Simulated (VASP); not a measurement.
# Tc (Im-3m) in VASP: further runs

Tc is run at these levels: r2SCAN; tasks: single point, relaxation of cell and atoms.

Program: VASP 6.6.1. These are calculated values, not measurements. Logs are shortened: lines on timing, memory, paths and dates and some standing lists are left out, and cuts for length are marked.

**1. The cell of the first run**

The structure is cubic, space group Im-3m (No. 229). The conventional cell has a = 3.064 Å, b = 3.064 Å, c = 3.064 Å, α = 90.00°, β = 90.00°, γ = 90.00°. Tc (site symmetry m-3m) has 14 Tc at 2.65 to 3.06 Å within 3.5 Å.

This isn't the form of Tc at room conditions, which is hcp.

**2. Single point, r2SCAN**

Contents of POSCAR:

```
Tc
1.0
   -1.5321733177      1.5321733177      1.5321733177
    1.5321733177     -1.5321733177      1.5321733177
    1.5321733177      1.5321733177     -1.5321733177
Tc
1
Direct
    0.0000000000      0.0000000000      0.0000000000
```

Contents of INCAR.step1:

```
PREC     = Accurate       # precision mode
ENCUT    = 550            # plane-wave cutoff, eV
ISMEAR   = 0              # smearing method
SIGMA    = 0.1            # smearing width, eV
LREAL    = F              # projectors in reciprocal space
LASPH    = T              # aspherical terms in the spheres
NELM     = 120            # most SCF steps
NBANDS   = 12             # bands
GGA      = PE             # functional
ALGO     = Normal         # electronic algorithm
EDIFF    = 1E-5           # SCF threshold, eV
LWAVE    = T              # write WAVECAR
LCHARG   = F              # write CHGCAR
GGA_COMPAT= F
```

Contents of INCAR.step2:

```
PREC     = Accurate       # precision mode
ENCUT    = 550            # plane-wave cutoff, eV
EDIFF    = 1E-6           # SCF threshold, eV
ISMEAR   = 0              # smearing method
SIGMA    = 0.1            # smearing width, eV
LREAL    = F              # projectors in reciprocal space
LASPH    = T              # aspherical terms in the spheres
NELM     = 120            # most SCF steps
ALGO     = Normal         # electronic algorithm
ISIF     = 2              # what is computed and relaxed
LWAVE    = F              # write WAVECAR
LCHARG   = F              # write CHGCAR
METAGGA  = R2SCAN         # meta-GGA
LMIXTAU  = T            
NBANDS   = 12             # bands
ISTART   = 1            
GGA_COMPAT= F
```

Contents of KPOINTS:

```
regular mesh
0
Gamma
  20 20 20
```

Potentials or basis: VASP PAW PBE potentials, release 64 (Tc_pv).

On the command line:

```sh
$ cat potpaw_PBE.64/Tc_pv/POTCAR > POTCAR
$ cp INCAR.step1 INCAR
$ mpirun -np 1 vasp_std > vasp.out
$ cp INCAR.step2 INCAR
$ mpirun -np 1 vasp_std > vasp.out
```

OUTCAR:

```text
PREC = Accurate
   ENCUT = 550
   EDIFF = 1E-6
   ISMEAR = 0
   LREAL = F
   LASPH = T
   NELM = 120
   ISIF = 2
   METAGGA = R2SCAN
   ISTART = 1

 ion  position               nearest neighbor table
   1  0.000  0.000  0.000-

  LATTYP: Found a body centered cubic cell.
 ALAT       =     3.0643466354

  Lattice vectors:

 A1 = (  -1.5321733177,   1.5321733177,   1.5321733177)
 A2 = (   1.5321733177,  -1.5321733177,   1.5321733177)
 A3 = (   1.5321733177,   1.5321733177,  -1.5321733177)

Analysis of symmetry for initial positions (statically):
=====================================================================
 Subroutine PRICEL returns:
 Original cell was already a primitive cell.

 Routine SETGRP: Setting up the symmetry group for a
 body centered cubic supercell.

 Subroutine GETGRP returns: Found 48 space group operations
 (whereof 48 operations were pure point group operations)
 out of a pool of 48 trial point group operations.

The static configuration has the point symmetry O_h .

Analysis of symmetry for dynamics (positions and initial velocities):
=====================================================================
 Subroutine PRICEL returns:
 Original cell was already a primitive cell.

 Routine SETGRP: Setting up the symmetry group for a
 body centered cubic supercell.

 Subroutine GETGRP returns: Found 48 space group operations
 (whereof 48 operations were pure point group operations)
 out of a pool of 48 trial point group operations.

The dynamic configuration has the point symmetry O_h .

 Subroutine INISYM returns: Found 48 space group operations
 (whereof 48 operations are pure point group operations),
 and found     1 'primitive' translations

----------------------------------------------------------------------------------------

                                     Primitive cell

  volume of cell :      14.3874

  direct lattice vectors                    reciprocal lattice vectors
    -1.532173318  1.532173318  1.532173318     0.000000000  0.326333838  0.326333838
     1.532173318 -1.532173318  1.532173318     0.326333838  0.000000000  0.326333838
     1.532173318  1.532173318 -1.532173318     0.326333838  0.326333838  0.000000000

  length of vectors
     2.653802032  2.653802032  2.653802032     0.461505740  0.461505740  0.461505740

  position of ions in fractional coordinates (direct lattice)
     0.000000000  0.000000000  0.000000000

  ion indices of the primitive-cell ions
   primitive index   ion index
                 1           1

----------------------------------------------------------------------------------------

 KPOINTS: regular mesh

Automatic generation of k-mesh.
 Grid dimensions read from file:
 generate k-points for:   20   20   20

 Generating k-lattice:

  Cartesian coordinates                     Fractional coordinates (reciprocal lattice)
     0.000000000  0.016316692  0.016316692     0.050000000  0.000000000  0.000000000
     0.016316692  0.000000000  0.016316692     0.000000000  0.050000000  0.000000000
     0.016316692  0.016316692  0.000000000     0.000000000  0.000000000  0.050000000

  Length of vectors
     0.023075287  0.023075287  0.023075287

  Shift w.r.t. Gamma in fractional coordinates (k-lattice)
     0.000000000  0.000000000  0.000000000

 Subroutine IBZKPT returns following result:
 ===========================================

 Found    256 irreducible k-points:

 Following reciprocal coordinates:
            Coordinates               Weight
  0.000000  0.000000  0.000000      1.000000
  0.050000  0.000000  0.000000     12.000000
  0.100000  0.000000  0.000000     12.000000
  0.150000  0.000000  0.000000     12.000000
  0.200000  0.000000  0.000000     12.000000
  0.250000  0.000000  0.000000     12.000000
[... 16 lines left out ...]
  0.200000  0.100000  0.000000     48.000000
  0.250000  0.100000  0.000000     48.000000
 [... further k-points ...]
   k-points           NKPTS =    256   k-points in BZ     NKDIM =    256   number of bands    NBANDS=     12
   number of dos      NEDOS =    301   number of ions     NIONS =      1
   total plane-waves  NPLWV =   8000
   dimension x,y,z NGX =    20 NGY =   20 NGZ =   20
   dimension x,y,z NGXF=    40 NGYF=   40 NGZF=   40
   ions per type =               1
   NGX,Y,Z   is equivalent  to a cutoff of  12.53, 12.53, 12.53 a.u.
   NGXF,Y,Z  is equivalent  to a cutoff of  25.06, 25.06, 25.06 a.u.
 SYSTEM =  unknown system
   PREC   = accura    normal or accurate (medium, high low for compatibility)
   ISTART =      1    job   : 0-new  1-cont  2-samecut
   ICHARG =      0    charge: 1-file 2-atom 10-const
   ISPIN  =      1    spin polarized calculation?
   LNONCOLLINEAR =      F non collinear calculations
   LSORBIT =      F    spin-orbit coupling
   LASPH  =      T    aspherical Exc in radial PAW
   ENCUT  =  550.0 eV  40.42 Ry    6.36 a.u.   5.07  5.07  5.07*2*pi/ulx,y,z
   NELM   =    120;   NELMIN=  2; NELMDL=  0     # of ELM steps
   EDIFF  = 0.1E-05   stopping-criterion for ELM
   LREAL  =      F    real-space projection
   EDIFFG = 0.1E-04   stopping-criterion for IOM
   NSW    =      0    number of steps for IOM
   IBRION =     -1    ionic relax: 0-MD 1-quasi-New 2-CG
   NFREE  =      0    steps in history (QN), initial steepest desc. (CG)
   ISIF   =      2    stress and relaxation
   ISYM   =      2    0-nonsym 1-usesym 2-fastsym
   POTIM  = 0.5000    time-step for ionic-motion
   TEBEG  =    0.0;   TEEND  =   0.0 temperature during run
   PSTRESS=    0.0 pullay stress
   NELECT =      13.0000    total number of electrons
   NUPDOWN=      -1.0000    fix difference up-down
   EMIN   =  10.00;   EMAX   =-10.00  energy-range for DOS
   EFERMI =   0.00;   METHOD = LEGACY
   ISMEAR =     0;   SIGMA  =   0.10  broadening in eV -4-tet -1-fermi 0-gaus
   EFERMI_NEDOS =   21; number of points for ismear=-14 and -15
   IALGO  =     38    algorithm
   IMIX   =      4    mixing-type and parameters
     AMIX     =   0.40;   BMIX     =  1.00
     AMIX_MAG =   1.60;   BMIX_MAG =  1.00
  volume/ion in A,a.u.               =      14.39        97.09
  Fermi-wavevector in a.u.,A,eV,Ry     =   1.582686  2.990843 34.081159  2.504895
  Thomas-Fermi vector in A             =   2.682571
   LORBIT       =      0    0 simple, 1 ext, 2 COOP (PROOUT), +10 PAW based schemes
   METAGGA = R2SCAN    functional components
   LHFCALC =     F    Hartree Fock is set to
   AEXX    =    0.0000 exact exchange contribution
   IVDW    =     0    specifies the selected vdW correction
   LEPSILON=     F    determine dielectric tensor
   LRPA    =     F    only Hartree local field effects (RPA)
 non-spin polarized calculation
 Gauss-broadening in eV      SIGMA  =   0.10
  energy-cutoff  :      550.00
  volume of cell :       14.39
 maximum number of plane-waves:       435
   NGX = 11   NGY = 11   NGZ = 11

 number of electron      13.0000005 magnetization

 Free energy of the ion-electron system (eV)
  ---------------------------------------------------
  ext. energy  EPLUGINS =         0.00000000
  ---------------------------------------------------
  free energy    TOTEN  =       -25.75257672 eV

  energy without entropy =      -25.74682681  energy(sigma->0) =      -25.74970176

 E-fermi :  13.1830     XC(G=0): -15.0964

 val. band max:       13.1808044707   @ k =  -0.3500   0.4000   0.3000
 cond. band min:      13.2098154007   @ k =  -0.3000   0.5000   0.0500
 fundamental gap:      0.0290109299
 Fermi energy:        13.1830346549

 k-point     1 :       0.0000    0.0000    0.0000
  band No.  band energies     occupation
      1     -26.9718      2.00000
      2     -26.9718      2.00000
      3     -26.9718      2.00000
      4       4.7526      2.00000
      5      10.6000      2.00000
      6      10.6000      2.00000
      7      10.6000      2.00000
      8      13.8329      0.00000
      9      13.8329      0.00000
     10      29.7057      0.00000
     11      29.7057      0.00000
     12      29.7057      0.00000

 k-point     2 :       0.0500    0.0000    0.0000
  band No.  band energies     occupation
      1     -27.0073      2.00000
      2     -26.9827      2.00000
      3     -26.9720      2.00000
      4       4.8720      2.00000
      5      10.5383      2.00000
      6      10.5931      2.00000
      7      10.7068      2.00000
      8      13.7440      0.00000
      9      13.8350      0.00000
     10      29.7844      0.00000
     11      29.8911      0.00000
     12      29.8987      0.00000

 k-point     3 :       0.1000    0.0000    0.0000
  band No.  band energies     occupation
      1     -27.1099      2.00000
      2     -27.0145      2.00000
      3     -26.9725      2.00000
      4       5.2165      2.00000
      5      10.3635      2.00000
      6      10.5634      2.00000
      7      11.0231      2.00000
      8      13.5304      0.00000
      9      13.8443      0.00000
     10      29.9733      0.00000
     11      30.3520      0.00000
     12      30.4647      0.00000
[... 286 lines left out ...]
 k-point    23 :       0.2000    0.1000    0.0000
  band No.  band energies     occupation
      1     -27.7130      2.00000
      2     -27.1972      2.00000
      3     -27.0210      2.00000
      4       7.1445      2.00000
      5       9.5169      2.00000
      6      10.1319      2.00000
      7      13.0163      1.98160
      8      13.6131      0.00000
      9      14.2265      0.00000
     10      29.6775      0.00000
     11      30.1432      0.00000
     12      33.2807      0.00000

 k-point    24 :       0.2500    0.1000    0.0000
  band No.  band energies     occupation
      1     -27.8948      2.00000
      2     -27.2745      2.00000
      3     -27.0244      2.00000
      4       7.3736      2.00000
      5       9.2232      2.00000
      6      10.5319      2.00000
      7      13.1694      1.15279
      8      14.2717      0.00000
      9      14.7082      0.00000
     10      28.6036      0.00000
     11      29.1840      0.00000
     12      34.3575      0.00000

 [... further k-points ...]

------------------------ aborting loop because EDIFF is reached ----------------------------------------

  FORCE on cell =-STRESS in cart. coord.  units (eV):
  Direction    XX          YY          ZZ          XY          YZ          ZX
  --------------------------------------------------------------------------------------
  -------------------------------------------------------------------------------------
  Total        0.0593171      0.0593171      0.0593171     -0.0000000     -0.0000000      0.0000000
  in kB        6.6055204      6.6055204      6.6055204     -0.0000000     -0.0000000      0.0000000
  external PRESSURE =       6.6055204 kB  Pullay stress =       0.0000000 kB

 VOLUME and BASIS-vectors are now :
 -----------------------------------------------------------------------------
  energy-cutoff  :      550.00
  volume of cell :       14.39
      direct lattice vectors                 reciprocal lattice vectors
    -1.532173318  1.532173318  1.532173318     0.000000000  0.326333838  0.326333838
     1.532173318 -1.532173318  1.532173318     0.326333838  0.000000000  0.326333838
     1.532173318  1.532173318 -1.532173318     0.326333838  0.326333838  0.000000000

 POSITION                                       TOTAL-FORCE (eV/Angst)
 -----------------------------------------------------------------------------------
      0.00000      0.00000      0.00000         0.000000     -0.000000     -0.000000
 -----------------------------------------------------------------------------------
    total drift:                                0.000000     -0.000000      0.000000

  FREE ENERGIE OF THE ION-ELECTRON SYSTEM (eV)
  ---------------------------------------------------
  free  energy   TOTEN  =       -25.7525767244 eV

  energy  without entropy=      -25.7468268054  energy(sigma->0) =      -25.74970176
```

Wall time 96 s (1 thread of Intel Xeon 6975P-C (Granite Rapids), shared host); peak memory 0.16 GiB.

Results:

```yaml
Free_energy: -25.7526 eV
Pressure: 0.7 GPa
Band_gap_on_the_k_mesh: zero (an odd number of electrons rules out a gap without spin polarisation)
```

Caveat: the PAW data sets were made with another functional, which shifts forces and pressure a little.

(Continued in part 2 of 2.)

The gap in the log of VASP goes by the Fermi energy; the results here count the filled bands.